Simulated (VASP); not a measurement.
# Au (I4/mmm) in VASP: a series of runs, part 2 of 2

VASP 6.6.1. Earlier steps stand in the parts before.

## 4. Single point, r2SCAN (uniaxial strain along c: +6.0 %)

Contents of POSCAR:

```
Au
1.0
    3.2262453247      0.0000000000      0.0000000000
    0.0000000000      3.2262453247      0.0000000000
    0.0000000000      0.0000000000      3.4718985220
Au
2
Direct
    0.0000000000      0.0000000000      0.0000000000
    0.5000000000      0.5000000000      0.5000000000
```

Contents of INCAR.step1:

```
PREC = Accurate ; ENCUT = 520
ISMEAR = 0 ; SIGMA = 0.1
LREAL = False ; LASPH = True
NELM = 80 ; NBANDS = 18
GGA = PE ; ALGO = Normal
EDIFF = 1E-4 ; LWAVE = True
LCHARG = False
```

Contents of INCAR.step2:

```
PREC = Accurate ; ENCUT = 520
EDIFF = 1E-6 ; ISMEAR = 0
SIGMA = 0.1 ; LREAL = False
LASPH = True ; NELM = 80
ALGO = Normal ; ISIF = 2
LWAVE = False ; LCHARG = False
METAGGA = R2SCAN ; LMIXTAU = True
NBANDS = 18 ; ISTART = 1
```

Contents of KPOINTS:

```
regular mesh
0
Gamma
  16 16 16
```

Potentials or basis: VASP PAW PBE potentials, release 64 (Au).

The run is started by

```console
cat potpaw_PBE.64/Au/POTCAR > POTCAR
cp INCAR.step1 INCAR
mpirun -np 1 vasp_std > vasp.out
cp INCAR.step2 INCAR
mpirun -np 1 vasp_std > vasp.out
```

OUTCAR:

```text
PREC = Accurate
   ENCUT = 520
   EDIFF = 1E-6
   ISMEAR = 0
   LREAL = False
   LASPH = True
   NELM = 80
   ISIF = 2
   METAGGA = R2SCAN
   ISTART = 1

 ion  position               nearest neighbor table
   1  0.000  0.000  0.000-   2 2.87   2 2.87   2 2.87   2 2.87   2 2.87   2 2.87   2 2.87   2 2.87

   2  0.500  0.500  0.500-   1 2.87   1 2.87   1 2.87   1 2.87   1 2.87   1 2.87   1 2.87   1 2.87

  LATTYP: Found a simple tetragonal cell.
 ALAT       =     3.2262453247
 C/A-ratio  =     1.0761421320

  Lattice vectors:

 A1 = (   3.2262453247,   0.0000000000,   0.0000000000)
 A2 = (   0.0000000000,   3.2262453247,   0.0000000000)
 A3 = (   0.0000000000,   0.0000000000,   3.4718985220)

Analysis of symmetry for initial positions (statically):
=====================================================================
 Subroutine PRICEL returns following result:

  LATTYP: Found a body centered tetragonal cell.
 ALAT       =     3.2262453247
 C/A-ratio  =     1.0761421320

  Lattice vectors:

 A1 = (  -1.6131226623,  -1.6131226623,  -1.7359492610)
 A2 = (   1.6131226623,   1.6131226623,  -1.7359492610)
 A3 = (   1.6131226623,  -1.6131226623,   1.7359492610)

   2 primitive cells build up your supercell.

 Routine SETGRP: Setting up the symmetry group for a
 simple tetragonal supercell.

 Subroutine GETGRP returns: Found 16 space group operations
 (whereof 16 operations were pure point group operations)
 out of a pool of 16 trial point group operations.

The static configuration has the point symmetry D_4h.

Analysis of symmetry for dynamics (positions and initial velocities):
=====================================================================
 Subroutine PRICEL returns following result:

  LATTYP: Found a body centered tetragonal cell.
 ALAT       =     3.2262453247
 C/A-ratio  =     1.0761421320

  Lattice vectors:

 A1 = (  -1.6131226623,  -1.6131226623,  -1.7359492610)
[... 127 lines left out ...]
   IALGO  =     38    algorithm
   IMIX   =      4    mixing-type and parameters
     AMIX     =   0.40;   BMIX     =  1.00
     AMIX_MAG =   1.60;   BMIX_MAG =  1.00
  volume/ion in A,a.u.               =      18.07       121.93
  Fermi-wavevector in a.u.,A,eV,Ry     =   1.387486  2.621967 26.192794  1.925116
  Thomas-Fermi vector in A             =   2.511702
   LORBIT       =      0    0 simple, 1 ext, 2 COOP (PROOUT), +10 PAW based schemes
   METAGGA = R2SCAN    functional components
   LHFCALC =     F    Hartree Fock is set to
   AEXX    =    0.0000 exact exchange contribution
   IVDW    =     0    specifies the selected vdW correction
   LEPSILON=     F    determine dielectric tensor
   LRPA    =     F    only Hartree local field effects (RPA)
 non-spin polarized calculation
 Gauss-broadening in eV      SIGMA  =   0.10
  energy-cutoff  :      520.00
  volume of cell :       36.14
 maximum number of plane-waves:       996
 NGX is ok and might be reduce to    24
   NGX = 11   NGY = 11   NGZ = 13

 number of electron      22.0000000 magnetization

 Free energy of the ion-electron system (eV)
  ---------------------------------------------------
  ext. energy  EPLUGINS =         0.00000000
  ---------------------------------------------------
  free energy    TOTEN  =      -101.14535804 eV

  energy without entropy =     -101.14244245  energy(sigma->0) =     -101.14390025

 E-fermi :   8.4141     XC(G=0): -13.2108

 val. band max:        8.4027584218   @ k =   0.4375   0.1875   0.1250
 cond. band min:       8.4240279621   @ k =   0.4375   0.1250   0.4375
 fundamental gap:      0.0212695403
 Fermi energy:         8.4141189652

 k-point     1 :       0.0000    0.0000    0.0000
  band No.  band energies     occupation
      1      -1.0616      2.00000
      2       1.7730      2.00000
      3       1.8084      2.00000
      4       3.4592      2.00000
      5       3.4592      2.00000
      6       3.8766      2.00000
[... 481 lines left out ...]
      5       3.4759      2.00000
      6       3.4759      2.00000
[... 10 lines left out ...]
     17      22.1176      0.00000
     18      22.1176      0.00000

 [... further k-points ...]

------------------------ aborting loop because EDIFF is reached ----------------------------------------

  FORCE on cell =-STRESS in cart. coord.  units (eV):
  Direction    XX          YY          ZZ          XY          YZ          ZX
  --------------------------------------------------------------------------------------
  -------------------------------------------------------------------------------------
  Total       -0.8268014     -0.8268014     -0.6622802      0.0000000      0.0000000      0.0000000
  in kB      -36.6564150    -36.6564150    -29.3623329      0.0000000      0.0000000      0.0000000
  external PRESSURE =     -34.2250543 kB  Pullay stress =       0.0000000 kB

 VOLUME and BASIS-vectors are now :
 -----------------------------------------------------------------------------
  energy-cutoff  :      520.00
  volume of cell :       36.14
      direct lattice vectors                 reciprocal lattice vectors
     3.226245325  0.000000000  0.000000000     0.309957830  0.000000000  0.000000000
     0.000000000  3.226245325  0.000000000     0.000000000  0.309957830  0.000000000
     0.000000000  0.000000000  3.471898522     0.000000000  0.000000000  0.288026851

 POSITION                                       TOTAL-FORCE (eV/Angst)
 -----------------------------------------------------------------------------------
      0.00000      0.00000      0.00000        -0.000000      0.000000      0.000000
      1.61312      1.61312      1.73595         0.000000     -0.000000     -0.000000
 -----------------------------------------------------------------------------------
    total drift:                                0.000000      0.000000     -0.000000

  FREE ENERGIE OF THE ION-ELECTRON SYSTEM (eV)
  ---------------------------------------------------
  free  energy   TOTEN  =      -101.1453580408 eV

  energy  without entropy=     -101.1424424523  energy(sigma->0) =     -101.14390025
```

OSZICAR.step1:

```text
N       E                     dE             d eps       ncg     rms          rms(c)
DAV:   1     0.121996507401E+03    0.12200E+03   -0.11454E+04 15068   0.116E+03
DAV:   2    -0.487262538674E+01   -0.12687E+03   -0.12064E+03 15530   0.256E+02
DAV:   3    -0.693798008210E+01   -0.20654E+01   -0.20540E+01 16786   0.330E+01
DAV:   4    -0.694730292548E+01   -0.93228E-02   -0.93220E-02 15740   0.238E+00
DAV:   5    -0.694739051008E+01   -0.87585E-04   -0.87585E-04 16052   0.243E-01    0.108E+01
DAV:   6    -0.643937049413E+01    0.50802E+00   -0.10458E+00 14956   0.904E+00    0.713E+00
DAV:   7    -0.640902417379E+01    0.30346E-01   -0.80145E-02 16088   0.248E+00    0.355E+00
DAV:   8    -0.640541918021E+01    0.36050E-02   -0.40024E-03 15484   0.473E-01    0.330E-01
DAV:   9    -0.640539220956E+01    0.26971E-04   -0.26892E-05  9196   0.440E-02
   1 F= -.64053922E+01 E0= -.64037904E+01  d E =-.320370E-02
```

Wall time 15 min (1 thread of Oxide Virtual Turin-like, shared host); peak memory 0.29 GiB.

What came out:

```yaml
Free_energy: -101.1454 eV
Pressure: -3.4 GPa
Band_gap_on_the_k_mesh: zero (bands 11 and 12 overlap by 5.80 eV)
```

Stress tensor (GPa, compression positive):
```
-3.67  0.00  0.00
 0.00 -3.67  0.00
 0.00  0.00 -2.94
```

Caveat: the cell differs from its parent crystal (uniaxial strain along c: +6.0 %); the cell stands under tension; the PAW data sets were made with another functional, which shifts forces and pressure a little; spin-orbit coupling is left out, which moves the levels of the heavy elements.

## 5. Single point, r2SCAN (uniaxial strain along c: -6.0 %)

Contents of POSCAR:

```
Au
1.0
    3.3245066037      0.0000000000      0.0000000000
    0.0000000000      3.3245066037      0.0000000000
    0.0000000000      0.0000000000      3.0788534063
Au
2
Direct
    0.0000000000      0.0000000000      0.0000000000
    0.5000000000      0.5000000000      0.5000000000
```

Contents of INCAR.step1:

```
PREC     = Accurate       # precision mode
ENCUT    = 520            # plane-wave cutoff, eV
ISMEAR   = 0              # smearing method
SIGMA    = 0.1            # smearing width, eV
LREAL    = F              # projectors in reciprocal space
LASPH    = T              # aspherical terms in the spheres
NELM     = 80             # most SCF steps
NBANDS   = 18             # bands
GGA      = PE             # functional
ALGO     = Normal         # electronic algorithm
EDIFF    = 1E-4           # SCF threshold, eV
LWAVE    = T              # write WAVECAR
LCHARG   = F              # write CHGCAR
```

Contents of INCAR.step2:

```
PREC     = Accurate       # precision mode
ENCUT    = 520            # plane-wave cutoff, eV
EDIFF    = 1E-7           # SCF threshold, eV
ISMEAR   = 0              # smearing method
SIGMA    = 0.1            # smearing width, eV
LREAL    = F              # projectors in reciprocal space
LASPH    = T              # aspherical terms in the spheres
NELM     = 80             # most SCF steps
ALGO     = Normal         # electronic algorithm
ISIF     = 2              # what is computed and relaxed
LWAVE    = F              # write WAVECAR
LCHARG   = F              # write CHGCAR
METAGGA  = R2SCAN         # meta-GGA
LMIXTAU  = T            
NBANDS   = 18             # bands
ISTART   = 1
```

Contents of KPOINTS:

```
Automatic mesh
0
Gamma
  16 16 16
```

The run is started by

```console
cat potpaw_PBE.64/Au/POTCAR > POTCAR
cp INCAR.step1 INCAR
mpirun -np 1 vasp_std > vasp.out
cp INCAR.step2 INCAR
mpirun -np 1 vasp_std > vasp.out
```

It took 8.3 min on 1 thread of Oxide Virtual Turin-like, shared host; peak memory 0.29 GiB.

It converged, with:

```yaml
Free_energy: -101.1331 eV
Pressure: 6.1 GPa
Band_gap_on_the_k_mesh: zero (bands 11 and 12 overlap by 5.86 eV)
```

Stress tensor (GPa, compression positive):
```
6.19 0.00 0.00
0.00 6.19 0.00
0.00 0.00 5.87
```

Levels at points of the mesh, in eV from the Fermi level:
```
           k point  band 9  band 10  band 11  band 12  band 13  band 14
(0.00, 0.00, 0.00)   -2.05    -2.05    -1.86     5.85     5.85     8.25
(0.50, 0.00, 0.00)   -3.63    -3.63    -2.47    -2.47    13.39    13.39
(0.50, 0.50, 0.00)   -1.67    -1.67    -0.82    -0.82     3.23     3.23
(0.00, 0.00, 0.50)   -3.84    -3.84    -1.44    -1.44    12.61    12.61
(0.50, 0.00, 0.50)   -1.59    -1.59    -0.36    -0.36     3.92     3.92
(0.50, 0.50, 0.50)   -2.82    -2.82     3.13     3.13     7.07     7.07
```

Caveat: the cell differs from its parent crystal (uniaxial strain along c: -6.0 %); the cell stands under pressure; the PAW data sets were made with another functional, which shifts forces and pressure a little; spin-orbit coupling is left out, which moves the levels of the heavy elements.

## 6. Overview

| cell | gap on the mesh (eV) | pressure (GPa) |
| --- | --- | --- |
| a = 3.472, b = 3.226, c = 3.226 Å, 2 atoms | none | -3.4 |
| a = 3.079, b = 3.385, c = 3.385 Å, 2 atoms | none | 0.0 |
| a = 3.226, b = 3.226, c = 3.472 Å, 2 atoms | none | -3.4 |
| a = 3.325, b = 3.325, c = 3.079 Å, 2 atoms | none | 6.1 |

Alike in all rows: task single point; level r2SCAN; potentials or basis VASP PAW PBE potentials, release 64 (Au); no spin polarisation; k mesh 16 × 16 × 16; cutoff (eV) 520; smearing gaussian 0.1 eV.

Caveats: the PAW data sets were made with another functional, which shifts forces and pressure a little; spin-orbit coupling is left out, which moves the levels of the heavy elements; the cell stands under tension (at least some runs); the cell stands under pressure (at least some runs).

Total energies depend on the potentials used, so only differences within one code and one set of settings carry meaning.

The gap in the log of VASP goes by the Fermi energy; the results here count the filled bands.